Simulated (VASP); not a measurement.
# BN (Cc) in VASP: further runs

Runs on BN. Level: PBE. Tasks: single point.

All numbers are computed with VASP 6.6.1; they aren't measurements. Logs are shortened: lines on timing, memory, paths and dates and some standing lists are left out, and cuts for length are marked.

### 1 The cell of the first run

It takes space group Cc (No. 9, monoclinic). Conventional cell: a = 4.425 Å, b = 2.555 Å, c = 8.449 Å, α = 90.00°, β = 90.00°, γ = 90.00°. Within 2.1 Å of B (site symmetry 1) lie 4 N at 1.55 to 1.58 Å. B (site symmetry 1) has 4 N at 1.56 to 1.58 Å within 2.1 Å. Within 2.1 Å of N (site symmetry 1) lie 4 B at 1.56 to 1.58 Å. N (site symmetry 1) has 4 B at 1.55 to 1.58 Å within 2.1 Å.

### 2 Single point, PBE (atoms displaced along a vibrational mode)

File INCAR:

```
SYSTEM = BN
  ALGO = Normal
  EDIFF = 1E-6
  ENCUT = 520
  GGA = PE
  ISIF = 2
  ISMEAR = 0
  LASPH = .True.
  LCHARG = .True.
  LELF = .True.
  LREAL = .False.
  LVHAR = .True.
  LWAVE = .False.
  NBANDS = 26
  NELM = 100
  PREC = Accurate
  SIGMA = 0.05
```

File KPOINTS:

```
k-points
0
Gamma
  12 12 4
  0 0 0
```

File POSCAR:

```
BN
1.0
    2.5545800960      0.0000000000      0.0000000000
   -1.2772900480      2.2123312591      0.0000000000
    0.0000000000      0.0000000000      8.4490290704
B N
4 4
Direct
    0.6601661751      0.3333333333      0.4999029273
    0.6731671582      0.3333333333      0.9999029273
    0.3056196498      0.6666666667      0.2499029273
    0.3610470169      0.6666666667      0.7499029273
    0.6373076342      0.3333333333      0.3125970727
    0.6960256991      0.3333333333      0.8125970727
    0.3333333333      0.6666666667      0.0625970727
    0.3333333333      0.6666666667      0.5625970727
```

Potentials or basis: VASP PAW PBE potentials, release 64 (B, N).

The run is started by

```bash
cat potpaw_PBE.64/B/POTCAR potpaw_PBE.64/N/POTCAR > POTCAR
mpirun -np 1 vasp_std > vasp.out
```

OUTCAR:

```text
SYSTEM = BN
   EDIFF = 1E-6
   ENCUT = 520
   GGA = PE
   ISIF = 2
   ISMEAR = 0
   LASPH = .True.
   LREAL = .False.
   NELM = 100
   PREC = Accurate

 ion  position               nearest neighbor table
   1  0.660  0.333  0.500-   8 1.55   8 1.57   8 1.58   5 1.58
   2  0.673  0.333  1.000-   7 1.55   7 1.57   7 1.58   6 1.58
   3  0.306  0.667  0.250-   5 1.56   5 1.57   5 1.57   7 1.58
   4  0.361  0.667  0.750-   6 1.56   6 1.57   6 1.57   8 1.58
   5  0.637  0.333  0.313-   3 1.56   3 1.57   3 1.57   1 1.58
   6  0.696  0.333  0.813-   4 1.56   4 1.57   4 1.57   2 1.58
   7  0.333  0.667  0.063-   2 1.55   2 1.57   2 1.58   3 1.58
   8  0.333  0.667  0.563-   1 1.55   1 1.57   1 1.58   4 1.58

  LATTYP: Found a hexagonal cell.
 ALAT       =     2.5545800960
 C/A-ratio  =     3.3074042515

  Lattice vectors:

 A1 = (   2.5545800960,   0.0000000000,   0.0000000000)
 A2 = (  -1.2772900480,   2.2123312591,   0.0000000000)
 A3 = (   0.0000000000,   0.0000000000,   8.4490290704)

Analysis of symmetry for initial positions (statically):
=====================================================================
 Subroutine PRICEL returns:
 Original cell was already a primitive cell.

 Routine SETGRP: Setting up the symmetry group for a
 hexagonal supercell.

 Subroutine GETGRP returns: Found  2 space group operations
 (whereof  1 operations were pure point group operations)
 out of a pool of 24 trial point group operations.

The static configuration has the point symmetry C_1 .
 The point group associated with its full space group is C_1h.

Analysis of symmetry for dynamics (positions and initial velocities):
=====================================================================
 Subroutine PRICEL returns:
 Original cell was already a primitive cell.

 Routine SETGRP: Setting up the symmetry group for a
 hexagonal supercell.

 Subroutine GETGRP returns: Found  2 space group operations
 (whereof  1 operations were pure point group operations)
 out of a pool of 24 trial point group operations.

The dynamic configuration has the point symmetry C_1 .
 The point group associated with its full space group is C_1h.

 Subroutine INISYM returns: Found  2 space group operations
 (whereof  1 operations are pure point group operations),
 and found     1 'primitive' translations

----------------------------------------------------------------------------------------

                                     Primitive cell

  volume of cell :      47.7503

  direct lattice vectors                    reciprocal lattice vectors
     2.554580096  0.000000000  0.000000000     0.391453766  0.226005937  0.000000000
    -1.277290048  2.212331259  0.000000000     0.000000000  0.452011875  0.000000000
     0.000000000  0.000000000  8.449029070     0.000000000  0.000000000  0.118356795

  length of vectors
     2.554580096  2.554580096  8.449029070     0.452011875  0.452011875  0.118356795

  position of ions in fractional coordinates (direct lattice)
     0.660166175  0.333333333  0.499902927
     0.673167158  0.333333333  0.999902927
     0.305619650  0.666666667  0.249902927
     0.361047017  0.666666667  0.749902927
     0.637307634  0.333333333  0.312597073
     0.696025699  0.333333333  0.812597073
     0.333333333  0.666666667  0.062597073
     0.333333333  0.666666667  0.562597073

  ion indices of the primitive-cell ions
   primitive index   ion index
                 1           1
                 2           2
                 3           3
                 4           4
                 5           5
                 6           6
                 7           7
                 8           8

----------------------------------------------------------------------------------------

 KPOINTS: k-points

Automatic generation of k-mesh.
 Grid dimensions read from file:
 generate k-points for:   12   12    4

 Generating k-lattice:

  Cartesian coordinates                     Fractional coordinates (reciprocal lattice)
     0.032621147  0.018833828  0.000000000     0.083333333  0.000000000  0.000000000
     0.000000000  0.037667656  0.000000000     0.000000000  0.083333333  0.000000000
     0.000000000  0.000000000  0.029589199     0.000000000  0.000000000  0.250000000

  Length of vectors
     0.037667656  0.037667656  0.029589199

  Shift w.r.t. Gamma in fractional coordinates (k-lattice)
     0.000000000  0.000000000  0.000000000

 Subroutine IBZKPT returns following result:
 ===========================================

 Found    164 irreducible k-points:

 Following reciprocal coordinates:
            Coordinates               Weight
  0.000000  0.000000  0.000000      1.000000
  0.083333 -0.000000  0.000000      4.000000
  0.000000  0.083333  0.000000      2.000000
  0.166667 -0.000000  0.000000      4.000000
  0.000000  0.166667  0.000000      2.000000
  0.250000 -0.000000  0.000000      4.000000
[... 16 lines left out ...]
 -0.083333  0.416667  0.000000      4.000000
 -0.416667  0.333333  0.000000      4.000000
 [... further k-points ...]
   k-points           NKPTS =    164   k-points in BZ     NKDIM =    164   number of bands    NBANDS=     26
   number of dos      NEDOS =    301   number of ions     NIONS =      8
   total plane-waves  NPLWV =  25600
   dimension x,y,z NGX =    20 NGY =   20 NGZ =   64
   dimension x,y,z NGXF=    40 NGYF=   40 NGZF=  128
   ions per type =               4   4
   NGX,Y,Z   is equivalent  to a cutoff of  13.02, 13.02, 12.59 a.u.
   NGXF,Y,Z  is equivalent  to a cutoff of  26.03, 26.03, 25.19 a.u.
 SYSTEM =  BN
   PREC   = accura    normal or accurate (medium, high low for compatibility)
   ISTART =      0    job   : 0-new  1-cont  2-samecut
   ICHARG =      2    charge: 1-file 2-atom 10-const
   ISPIN  =      1    spin polarized calculation?
   LNONCOLLINEAR =      F non collinear calculations
   LSORBIT =      F    spin-orbit coupling
   LASPH  =      T    aspherical Exc in radial PAW
   ENCUT  =  520.0 eV  38.22 Ry    6.18 a.u.   4.75  4.75 15.71*2*pi/ulx,y,z
   NELM   =    100;   NELMIN=  2; NELMDL= -5     # of ELM steps
   EDIFF  = 0.1E-05   stopping-criterion for ELM
   LREAL  =      F    real-space projection
   EDIFFG = 0.1E-04   stopping-criterion for IOM
   NSW    =      0    number of steps for IOM
   IBRION =     -1    ionic relax: 0-MD 1-quasi-New 2-CG
   NFREE  =      0    steps in history (QN), initial steepest desc. (CG)
   ISIF   =      2    stress and relaxation
   ISYM   =      2    0-nonsym 1-usesym 2-fastsym
   POTIM  = 0.5000    time-step for ionic-motion
   TEBEG  =    0.0;   TEEND  =   0.0 temperature during run
   PSTRESS=    0.0 pullay stress
   NELECT =      32.0000    total number of electrons
   NUPDOWN=      -1.0000    fix difference up-down
   EMIN   =  10.00;   EMAX   =-10.00  energy-range for DOS
   EFERMI =   0.00;   METHOD = LEGACY
   ISMEAR =     0;   SIGMA  =   0.05  broadening in eV -4-tet -1-fermi 0-gaus
   EFERMI_NEDOS =   21; number of points for ismear=-14 and -15
   IALGO  =     38    algorithm
   IMIX   =      4    mixing-type and parameters
     AMIX     =   0.40;   BMIX     =  1.00
     AMIX_MAG =   1.60;   BMIX_MAG =  1.00
  volume/ion in A,a.u.               =       5.97        40.28
  Fermi-wavevector in a.u.,A,eV,Ry     =   1.432625  2.707270 27.924811  2.052416
  Thomas-Fermi vector in A             =   2.552232
   LORBIT       =      0    0 simple, 1 ext, 2 COOP (PROOUT), +10 PAW based schemes
   GGA     = PE    functional components
   LHFCALC =     F    Hartree Fock is set to
   AEXX    =    0.0000 exact exchange contribution
   IVDW    =     0    specifies the selected vdW correction
   LEPSILON=     F    determine dielectric tensor
   LRPA    =     F    only Hartree local field effects (RPA)
 non-spin polarized calculation
 Gauss-broadening in eV      SIGMA  =   0.05
  energy-cutoff  :      520.00
  volume of cell :       47.75
 maximum number of plane-waves:      1304
   NGX =  9   NGY =  9   NGZ = 31

 number of electron      31.9999999 magnetization

 Free energy of the ion-electron system (eV)
  ---------------------------------------------------
  ext. energy  EPLUGINS =         0.00000000
  ---------------------------------------------------
  free energy    TOTEN  =       -69.60775100 eV

  energy without entropy =      -69.60775100  energy(sigma->0) =      -69.60775100

 E-fermi :   7.6376     XC(G=0): -12.7625

 val. band max:        7.4333115165   @ k =   0.0000   0.0000   0.0000
 cond. band min:      12.6328737158   @ k =   0.3333   0.3333   0.0000
 fundamental gap:      5.1995621993
 Fermi energy:         7.6375809094

 k-point     1 :       0.0000    0.0000    0.0000
  band No.  band energies     occupation
      1     -12.8560      2.00000
      2     -11.4127      2.00000
      3     -11.4108      2.00000
      4      -8.7471      2.00000
      5      -3.3863      2.00000
      6       1.7676      2.00000
[... 18 lines left out ...]
     25      17.3032      0.00000
     26      17.3287      0.00000

 k-point     2 :       0.0833   -0.0000    0.0000
  band No.  band energies     occupation
      1     -12.7060      2.00000
      2     -11.2703      2.00000
      3     -11.2684      2.00000
      4      -8.6324      2.00000
      5      -3.2375      2.00000
      6       1.8179      2.00000
[... 18 lines left out ...]
     25      17.6811      0.00000
     26      17.7179      0.00000

 k-point     3 :       0.0000    0.0833    0.0000
  band No.  band energies     occupation
      1     -12.7060      2.00000
      2     -11.2703      2.00000
      3     -11.2685      2.00000
      4      -8.6325      2.00000
      5      -3.2375      2.00000
      6       1.8178      2.00000
[... 572 lines left out ...]
 k-point    23 :      -0.0833    0.4167    0.0000
  band No.  band energies     occupation
      1      -9.9464      2.00000
      2      -8.8007      2.00000
      3      -8.7989      2.00000
      4      -7.1943      2.00000
      5      -1.2772      2.00000
      6      -1.1458      2.00000
[... 18 lines left out ...]
     25      19.7812      0.00000
     26      20.8923      0.00000

 k-point    24 :      -0.4167    0.3333    0.0000
  band No.  band energies     occupation
      1      -9.9470      2.00000
      2      -8.8010      2.00000
      3      -8.7983      2.00000
      4      -7.1903      2.00000
      5      -1.3270      2.00000
      6      -1.1503      2.00000
[... 18 lines left out ...]
     25      19.8284      0.00000
     26      20.8476      0.00000

 [... further k-points ...]

------------------------ aborting loop because EDIFF is reached ----------------------------------------

  FORCE on cell =-STRESS in cart. coord.  units (eV):
  Direction    XX          YY          ZZ          XY          YZ          ZX
  --------------------------------------------------------------------------------------
  -------------------------------------------------------------------------------------
  Total       -0.0073041      0.1022405      0.1255599      0.0000000      0.0367588      0.0000000
  in kB       -0.2450752      3.4304980      4.2129373      0.0000000      1.2333760      0.0000000
  external PRESSURE =       2.4661200 kB  Pullay stress =       0.0000000 kB

 VOLUME and BASIS-vectors are now :
 -----------------------------------------------------------------------------
  energy-cutoff  :      520.00
  volume of cell :       47.75
      direct lattice vectors                 reciprocal lattice vectors
     2.554580096  0.000000000  0.000000000     0.391453766  0.226005937  0.000000000
    -1.277290048  2.212331259  0.000000000     0.000000000  0.452011875  0.000000000
     0.000000000  0.000000000  8.449029070     0.000000000  0.000000000  0.118356795

 POSITION                                       TOTAL-FORCE (eV/Angst)
 -----------------------------------------------------------------------------------
      1.26068      0.73744      4.22369         0.079443     -0.013864     -0.008328
      1.29390      0.73744      8.44821        -0.079443     -0.013864     -0.008328
     -0.07080      1.47489      2.11144         0.323187      0.006629      0.001274
      0.07080      1.47489      6.33595        -0.323187      0.006629      0.001274
      1.20229      0.73744      2.64114         0.446856     -0.013305     -0.003074
      1.35229      0.73744      6.86566        -0.446856     -0.013305     -0.003074
     -0.00000      1.47489      0.52888         0.003433      0.020540      0.010128
     -0.00000      1.47489      4.75340        -0.003433      0.020540      0.010128
 -----------------------------------------------------------------------------------
    total drift:                                0.000001      0.000116      0.000281

  FREE ENERGIE OF THE ION-ELECTRON SYSTEM (eV)
  ---------------------------------------------------
  free  energy   TOTEN  =       -69.6077510040 eV

  energy  without entropy=      -69.6077510040  energy(sigma->0) =      -69.60775100
```

Wall time 3.9 min (1 thread of Intel Xeon 8259CL, shared host); peak memory 0.27 GiB.

Results:

```yaml
Free_energy: -69.6078 eV
Pressure: 0.2 GPa
Largest_force: 0.447 eV/Å
Band_gap_on_the_k_mesh: 5.20 eV
```

Forces in eV/Å, atoms in the order of the input:
```
B    0.079 -0.014 -0.008
B   -0.079 -0.014 -0.008
B    0.323  0.007  0.001
B   -0.323  0.007  0.001
N    0.447 -0.013 -0.003
N   -0.447 -0.013 -0.003
N    0.003  0.021  0.010
N   -0.003  0.021  0.010
```

Caveat: the cell differs from its parent crystal (atoms displaced along a vibrational mode).

(Continued in part 2 of 3.)
